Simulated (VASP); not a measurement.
# Ru (P6_3/mmc) in VASP: further runs

Aim: see how the results for Ru move with the level of theory and the settings. Levels: PBE, LDA. Tasks: single point.

Program: VASP 6.6.1. These are calculated values, not measurements. Logs are shortened: lines on timing, memory, paths and dates and some standing lists are left out, and cuts for length are marked.

### 1 The cell of the first run

The structure is hexagonal, space group P6_3/mmc (No. 194). The conventional cell has a = 2.652 Å, b = 2.652 Å, c = 4.282 Å, α = 90.00°, β = 90.00°, γ = 120.00°. Ru (site symmetry -6m2) has 12 Ru at 2.63 to 2.65 Å within 3.5 Å.

### 2 Single point, PBE (equal xx and yy strain of -2 %)

The input, INCAR:

```
SYSTEM = Ru
  ALGO = Normal
  EDIFF = 1E-6
  ENCUT = 520
  GGA = PE
  ISIF = 2
  ISMEAR = -1
  LASPH = .True.
  LCHARG = .True.
  LELF = .True.
  LREAL = .False.
  LVHAR = .True.
  LWAVE = .False.
  NBANDS = 21
  NELM = 100
  PREC = Accurate
  SIGMA = 0.03
```

The input, KPOINTS:

```
k-points
0
Gamma
  14 14 8
  0 0 0
```

The input, POSCAR:

```
Ru
1.0
    2.6516833475      0.0000000000      0.0000000000
   -1.3258416738      2.2964251418      0.0000000000
    0.0000000000      0.0000000000      4.2819000000
Ru
2
Direct
    0.3333333333      0.6666666667      0.2500000000
    0.6666666667      0.3333333333      0.7500000000
```

Potentials or basis: VASP PAW PBE potentials, release 64 (Ru_pv).

The run is started by

```bash
$ cat potpaw_PBE.64/Ru_pv/POTCAR > POTCAR
$ mpirun -np 1 vasp_std > vasp.out
```

OUTCAR:

```text
SYSTEM = Ru
   EDIFF = 1E-6
   ENCUT = 520
   GGA = PE
   ISIF = 2
   ISMEAR = -1
   LASPH = .True.
   LREAL = .False.
   NELM = 100
   PREC = Accurate

 ion  position               nearest neighbor table
   1  0.333  0.667  0.250-   2 2.63   2 2.63   2 2.63   2 2.63   2 2.63   2 2.63
   2  0.667  0.333  0.750-   1 2.63   1 2.63   1 2.63   1 2.63   1 2.63   1 2.63

  LATTYP: Found a hexagonal cell.
 ALAT       =     2.6516833475
 C/A-ratio  =     1.6147855678

  Lattice vectors:

 A1 = (   2.6516833475,   0.0000000000,   0.0000000000)
 A2 = (  -1.3258416738,   2.2964251418,   0.0000000000)
 A3 = (   0.0000000000,   0.0000000000,   4.2819000000)

Analysis of symmetry for initial positions (statically):
=====================================================================
 Subroutine PRICEL returns:
 Original cell was already a primitive cell.

 Routine SETGRP: Setting up the symmetry group for a
 hexagonal supercell.

 Subroutine GETGRP returns: Found 24 space group operations
 (whereof 12 operations were pure point group operations)
 out of a pool of 24 trial point group operations.

The static configuration has the point symmetry D_3d.
 The point group associated with its full space group is D_6h.

Analysis of symmetry for dynamics (positions and initial velocities):
=====================================================================
 Subroutine PRICEL returns:
 Original cell was already a primitive cell.

 Routine SETGRP: Setting up the symmetry group for a
 hexagonal supercell.

 Subroutine GETGRP returns: Found 24 space group operations
 (whereof 12 operations were pure point group operations)
 out of a pool of 24 trial point group operations.

The dynamic configuration has the point symmetry D_3d.
 The point group associated with its full space group is D_6h.

 Subroutine INISYM returns: Found 24 space group operations
 (whereof 12 operations are pure point group operations),
 and found     1 'primitive' translations

----------------------------------------------------------------------------------------

                                     Primitive cell

  volume of cell :      26.0742

  direct lattice vectors                    reciprocal lattice vectors
     2.651683348  0.000000000  0.000000000     0.377118935  0.217729719  0.000000000
    -1.325841674  2.296425142  0.000000000     0.000000000  0.435459437  0.000000000
     0.000000000  0.000000000  4.281900000     0.000000000  0.000000000  0.233541185

  length of vectors
     2.651683348  2.651683348  4.281900000     0.435459437  0.435459437  0.233541185

  position of ions in fractional coordinates (direct lattice)
     0.333333333  0.666666667  0.250000000
     0.666666667  0.333333333  0.750000000

  ion indices of the primitive-cell ions
   primitive index   ion index
                 1           1
                 2           2

----------------------------------------------------------------------------------------

 KPOINTS: k-points

Automatic generation of k-mesh.
 Grid dimensions read from file:
 generate k-points for:   14   14    8

 Generating k-lattice:

  Cartesian coordinates                     Fractional coordinates (reciprocal lattice)
     0.026937067  0.015552123  0.000000000     0.071428571  0.000000000  0.000000000
     0.000000000  0.031104246  0.000000000     0.000000000  0.071428571  0.000000000
     0.000000000  0.000000000  0.029192648     0.000000000  0.000000000  0.125000000

  Length of vectors
     0.031104246  0.031104246  0.029192648

  Shift w.r.t. Gamma in fractional coordinates (k-lattice)
     0.000000000  0.000000000  0.000000000

 Subroutine IBZKPT returns following result:
 ===========================================

 Found    120 irreducible k-points:

 Following reciprocal coordinates:
            Coordinates               Weight
  0.000000  0.000000  0.000000      1.000000
  0.071429  0.000000  0.000000      6.000000
  0.142857  0.000000  0.000000      6.000000
  0.214286  0.000000  0.000000      6.000000
  0.285714  0.000000  0.000000      6.000000
  0.357143  0.000000  0.000000      6.000000
[... 16 lines left out ...]
  0.285714  0.285714  0.000000      6.000000
  0.357143  0.285714  0.000000      6.000000
 [... further k-points ...]
   k-points           NKPTS =    120   k-points in BZ     NKDIM =    120   number of bands    NBANDS=     21
   number of dos      NEDOS =    301   number of ions     NIONS =      2
   total plane-waves  NPLWV =  12800
   dimension x,y,z NGX =    20 NGY =   20 NGZ =   32
   dimension x,y,z NGXF=    40 NGYF=   40 NGZF=   64
   ions per type =               2
   NGX,Y,Z   is equivalent  to a cutoff of  12.54, 12.54, 12.42 a.u.
   NGXF,Y,Z  is equivalent  to a cutoff of  25.08, 25.08, 24.85 a.u.
 SYSTEM =  Ru
   PREC   = accura    normal or accurate (medium, high low for compatibility)
   ISTART =      0    job   : 0-new  1-cont  2-samecut
   ICHARG =      2    charge: 1-file 2-atom 10-const
   ISPIN  =      1    spin polarized calculation?
   LNONCOLLINEAR =      F non collinear calculations
   LSORBIT =      F    spin-orbit coupling
   LASPH  =      T    aspherical Exc in radial PAW
   ENCUT  =  520.0 eV  38.22 Ry    6.18 a.u.   4.93  4.93  7.96*2*pi/ulx,y,z
   NELM   =    100;   NELMIN=  2; NELMDL= -5     # of ELM steps
   EDIFF  = 0.1E-05   stopping-criterion for ELM
   LREAL  =      F    real-space projection
   EDIFFG = 0.1E-04   stopping-criterion for IOM
   NSW    =      0    number of steps for IOM
   IBRION =     -1    ionic relax: 0-MD 1-quasi-New 2-CG
   NFREE  =      0    steps in history (QN), initial steepest desc. (CG)
   ISIF   =      2    stress and relaxation
   ISYM   =      2    0-nonsym 1-usesym 2-fastsym
   POTIM  = 0.5000    time-step for ionic-motion
   TEBEG  =    0.0;   TEEND  =   0.0 temperature during run
   PSTRESS=    0.0 pullay stress
   NELECT =      28.0000    total number of electrons
   NUPDOWN=      -1.0000    fix difference up-down
   EMIN   =  10.00;   EMAX   =-10.00  energy-range for DOS
   EFERMI =   0.00;   METHOD = LEGACY
   ISMEAR =    -1;   SIGMA  =   0.03  broadening in eV -4-tet -1-fermi 0-gaus
   EFERMI_NEDOS =   21; number of points for ismear=-14 and -15
   IALGO  =     38    algorithm
   IMIX   =      4    mixing-type and parameters
     AMIX     =   0.40;   BMIX     =  1.00
     AMIX_MAG =   1.60;   BMIX_MAG =  1.00
  volume/ion in A,a.u.               =      13.04        87.98
  Fermi-wavevector in a.u.,A,eV,Ry     =   1.676450  3.168032 38.238978  2.810486
  Thomas-Fermi vector in A             =   2.760891
   LORBIT       =      0    0 simple, 1 ext, 2 COOP (PROOUT), +10 PAW based schemes
   GGA     = PE    functional components
   LHFCALC =     F    Hartree Fock is set to
   AEXX    =    0.0000 exact exchange contribution
   IVDW    =     0    specifies the selected vdW correction
   LEPSILON=     F    determine dielectric tensor
   LRPA    =     F    only Hartree local field effects (RPA)
 non-spin polarized calculation
  energy-cutoff  :      520.00
  volume of cell :       26.07
 maximum number of plane-waves:       722
 NGX is ok and might be reduce to    20
   NGX =  9   NGY =  9   NGZ = 15

 number of electron      27.9999996 magnetization

 Free energy of the ion-electron system (eV)
  ---------------------------------------------------
  ext. energy  EPLUGINS =         0.00000000
  ---------------------------------------------------
  free energy    TOTEN  =       -18.36692681 eV

  energy without entropy =      -18.36039067  energy(sigma->0) =      -18.36365874

 E-fermi :  13.5790     XC(G=0): -14.3741

 val. band max:       13.5719919205   @ k =   0.1429   0.1429   0.1250
 cond. band min:      13.5876443898   @ k =   0.2143   0.0714   0.2500
 fundamental gap:      0.0156524693
 Fermi energy:        13.5789889833

 k-point     1 :       0.0000    0.0000    0.0000
  band No.  band energies     occupation
      1     -30.1882      2.00000
      2     -29.1174      2.00000
      3     -29.1174      2.00000
      4     -28.9442      2.00000
      5     -28.9442      2.00000
      6     -28.9378      2.00000
[... 13 lines left out ...]
     20      23.9684      0.00000
     21      24.1625      0.00000

 k-point     2 :       0.0714    0.0000    0.0000
  band No.  band energies     occupation
      1     -30.1685      2.00000
      2     -29.1630      2.00000
      3     -29.1321      2.00000
      4     -28.9915      2.00000
      5     -28.9509      2.00000
      6     -28.9458      2.00000
[... 13 lines left out ...]
     20      23.9684      0.00000
     21      24.1338      0.00000

 k-point     3 :       0.1429    0.0000    0.0000
  band No.  band energies     occupation
      1     -30.1112      2.00000
      2     -29.2907      2.00000
      3     -29.1724      2.00000
      4     -29.1216      2.00000
      5     -28.9703      2.00000
      6     -28.9702      2.00000
[... 13 lines left out ...]
     20      23.9684      0.00000
     21      24.0514      0.00000

 k-point     4 :       0.2143    0.0000    0.0000
  band No.  band energies     occupation
      1     -30.0224      2.00000
      2     -29.4747      2.00000
      3     -29.3043      2.00000
      4     -29.2284      2.00000
      5     -29.0113      2.00000
      6     -29.0001      2.00000
[... 13 lines left out ...]
     20      23.9683      0.00000
     21      23.9918      0.00000

 k-point     5 :       0.2857    0.0000    0.0000
  band No.  band energies     occupation
      1     -29.9118      2.00000
      2     -29.6782      2.00000
      3     -29.5000      2.00000
      4     -29.2885      2.00000
      5     -29.0687      2.00000
      6     -29.0345      2.00000
[... 13 lines left out ...]
     20      23.9682      0.00000
     21      23.9777      0.00000
[... 382 lines left out ...]
     20      23.9680      0.00000
     21      24.6431      0.00000

 k-point    22 :       0.3571    0.2143    0.0000
  band No.  band energies     occupation
      1     -29.9138      2.00000
      2     -29.7295      2.00000
      3     -29.5638      2.00000
      4     -29.5628      2.00000
      5     -29.3229      2.00000
      6     -29.3056      2.00000
[... 13 lines left out ...]
     20      23.9683      0.00000
     21      23.9777      0.00000

 k-point    23 :       0.2857    0.2857    0.0000
  band No.  band energies     occupation
      1     -29.8631      2.00000
      2     -29.7291      2.00000
      3     -29.5753      2.00000
      4     -29.5472      2.00000
      5     -29.3905      2.00000
      6     -29.3184      2.00000
[... 13 lines left out ...]
     20      23.9686      0.00000
     21      23.9693      0.00000

 k-point    24 :       0.3571    0.2857    0.0000
  band No.  band energies     occupation
      1     -29.8631      2.00000
      2     -29.6718      2.00000
      3     -29.6560      2.00000
      4     -29.4795      2.00000
      5     -29.4363      2.00000
      6     -29.3786      2.00000
[... 13 lines left out ...]
     20      23.9687      0.00000
     21      23.9690      0.00000

 [... further k-points ...]

------------------------ aborting loop because EDIFF is reached ----------------------------------------

  FORCE on cell =-STRESS in cart. coord.  units (eV):
  Direction    XX          YY          ZZ          XY          YZ          ZX
  --------------------------------------------------------------------------------------
  -------------------------------------------------------------------------------------
  Total        3.8009138      3.8009138      1.8196056     -0.0000000      0.0000000     -0.0000000
  in kB      233.5544391    233.5544391    111.8091584     -0.0000000      0.0000000     -0.0000000
  external PRESSURE =     192.9726788 kB  Pullay stress =       0.0000000 kB

 VOLUME and BASIS-vectors are now :
 -----------------------------------------------------------------------------
  energy-cutoff  :      520.00
  volume of cell :       26.07
      direct lattice vectors                 reciprocal lattice vectors
     2.651683348  0.000000000  0.000000000     0.377118935  0.217729719  0.000000000
    -1.325841674  2.296425142  0.000000000     0.000000000  0.435459437  0.000000000
     0.000000000  0.000000000  4.281900000     0.000000000  0.000000000  0.233541185

 POSITION                                       TOTAL-FORCE (eV/Angst)
 -----------------------------------------------------------------------------------
     -0.00000      1.53095      1.07048        -0.000000      0.000000      0.000000
      1.32584      0.76548      3.21143         0.000000     -0.000000      0.000000
 -----------------------------------------------------------------------------------
    total drift:                               -0.000000      0.000000     -0.000000

  FREE ENERGIE OF THE ION-ELECTRON SYSTEM (eV)
  ---------------------------------------------------
  free  energy   TOTEN  =       -18.3669268060 eV

  energy  without entropy=      -18.3603906703  energy(sigma->0) =      -18.36365874
```

It took 30 s on 1 thread of Intel Xeon Platinum 8375C at 2.90GHz (Ice Lake), shared host; peak memory 0.18 GiB.

What came out:

```yaml
Free_energy: -18.3669 eV
Pressure: 19.3 GPa
Band_gap_on_the_k_mesh: zero (band 14 reaches 15.43 eV, above the bottom of band 15 at 12.03 eV)
```

Stress tensor (GPa, compression positive):
```
23.36  0.00  0.00
 0.00 23.36  0.00
 0.00  0.00 11.18
```

Caveat: the cell differs from its parent crystal (equal xx and yy strain of -2 %).

### 3 Single point, PBE (equal xx and yy strain of +3 %)

The input, INCAR:

```
SYSTEM = Ru
ALGO = Normal
EDIFF = 1E-6
ENCUT = 520
GGA = PE
ISIF = 2
ISMEAR = -1
LASPH = .True.
LCHARG = .True.
LELF = .True.
LREAL = .False.
LVHAR = .True.
LWAVE = .False.
NBANDS = 21
NELM = 60
PREC = Accurate
SIGMA = 0.03
```

KPOINTS is that of step 2.

The input, POSCAR:

```
Ru
1.0
    2.7869733142      0.0000000000      0.0000000000
   -1.3934866571      2.4135896898      0.0000000000
    0.0000000000      0.0000000000      4.2819000000
Ru
2
Direct
    0.3333333333      0.6666666667      0.2500000000
    0.6666666667      0.3333333333      0.7500000000
```

Potentials or basis: VASP PAW PBE potentials, release 64 (Ru_pv).

The run is started by

```bash
$ cat potpaw_PBE.64/Ru_pv/POTCAR > POTCAR
$ mpirun -np 1 vasp_std > vasp.out
```

It took 33 s on 1 thread of Intel Xeon Platinum 8375C at 2.90GHz (Ice Lake), shared host; peak memory 0.19 GiB.

The run converged. Its results:

- Free energy: -18.4017 eV
- Pressure: -12.1 GPa
- Band gap on the k mesh: zero (band 14 reaches 13.13 eV, above the bottom of band 15 at 10.21 eV)

Stress tensor (GPa, compression positive):
```
-15.17   0.00   0.00
  0.00 -15.17   0.00
  0.00   0.00  -6.09
```

Levels at points of the mesh, in eV from the Fermi level:
```
           k point  band 10  band 11  band 12  band 13  band 14  band 15  band 16  band 17  band 18  band 19
(0.00, 0.00, 0.00)    -2.40    -1.97    -1.72    -1.72    -1.49    -1.49     1.07     1.07     1.57    10.00
(0.50, 0.00, 0.00)    -2.96    -1.79    -1.76    -1.26     1.11     1.55     1.84     3.68     5.60    10.47
(0.00, 0.00, 0.50)    -2.63    -2.63    -2.63    -2.38    -2.38     0.51     0.51     0.51     0.51    10.49
(0.50, 0.00, 0.50)    -4.06    -1.07    -1.07     0.39     0.39     1.39     1.39     3.15     3.15     9.81
```

Caveat: the cell differs from its parent crystal (equal xx and yy strain of +3 %).

### 4 Single point, LDA

This run uses another cell than the first one, of 13.57 Å³/atom, 1.041 times its volume.

The input, INCAR:

```
SYSTEM = Ru
PREC = Accurate
ENCUT = 520
EDIFF = 1E-6
ISMEAR = -1
SIGMA = 0.03
LREAL = .False.
LASPH = .True.
NELM = 100
ALGO = Normal
ISIF = 2
LWAVE = .False.
LCHARG = .True.
GGA = CA
LELF = .True.
LVHAR = .True.
NBANDS = 21
```

The input, KPOINTS:

```
Automatic mesh
0
Gamma
  14 14 8
  0 0 0
```

The input, POSCAR:

```
Ru
1.0
    2.7057993342      0.0000000000      0.0000000000
   -1.3528996671      2.3432909610      0.0000000000
    0.0000000000      0.0000000000      4.2819000000
Ru
2
Direct
    0.3333333333      0.6666666667      0.2500000000
    0.6666666667      0.3333333333      0.7500000000
```

Potentials or basis: VASP PAW LDA potentials, release 64 (Ru_pv).

The run is started by

```bash
$ cat potpaw_LDA.64/Ru_pv/POTCAR > POTCAR
$ mpirun -np 1 vasp_std > vasp.out
```

Run time: 22 s. Hardware: 1 thread of AMD EPYC 9R45 (Zen 5), shared host; peak memory 0.13 GiB.

Results (log left out):

```yaml
Free_energy: -21.3546 eV
Pressure: -11.4 GPa
Band_gap_on_the_k_mesh: zero (band 14 reaches 14.33 eV, above the bottom of band 15 at 11.18 eV)
```

Stress tensor (GPa, compression positive):
```
-10.64   0.00   0.00
  0.00 -10.64   0.00
  0.00   0.00 -12.98
```

Levels at points of the mesh, in eV from the Fermi level:
| k point | band 12 | band 13 | band 14 | band 15 | band 16 | band 17 |
| --- | --- | --- | --- | --- | --- | --- |
| (0.00, 0.00, 0.00) | -1.91 | -1.91 | -1.38 | -1.38 | 1.21 | 1.21 |
| (0.50, 0.00, 0.00) | -1.78 | -1.52 | 1.46 | 1.88 | 1.95 | 4.10 |
| (0.00, 0.00, 0.50) | -2.76 | -2.72 | -2.72 | 0.57 | 0.57 | 0.57 |
| (0.50, 0.00, 0.50) | -1.05 | 0.46 | 0.46 | 1.71 | 1.71 | 3.41 |

### 5 Overview

```tsv
level	potentials or basis	cell	gap on the mesh (eV)	pressure (GPa)
PBE	VASP PAW PBE potentials, release 64 (Ru_pv)	a = 2.652, b = 2.652, c = 4.282 Å, angles 90.0, 90.0, 120.0°, 2 atoms	none	19.3
PBE	VASP PAW PBE potentials, release 64 (Ru_pv)	a = 2.787, b = 2.787, c = 4.282 Å, angles 90.0, 90.0, 120.0°, 2 atoms	none	-12.1
LDA	VASP PAW LDA potentials, release 64 (Ru_pv)	a = 2.706, b = 2.706, c = 4.282 Å, angles 90.0, 90.0, 120.0°, 2 atoms	none	-11.4
```

Alike in all rows: task single point; no spin polarisation; k mesh 14 × 14 × 8; cutoff (eV) 520; smearing fermi-dirac 0.03 eV.

Absolute energies hang on the potentials; compare differences alone.
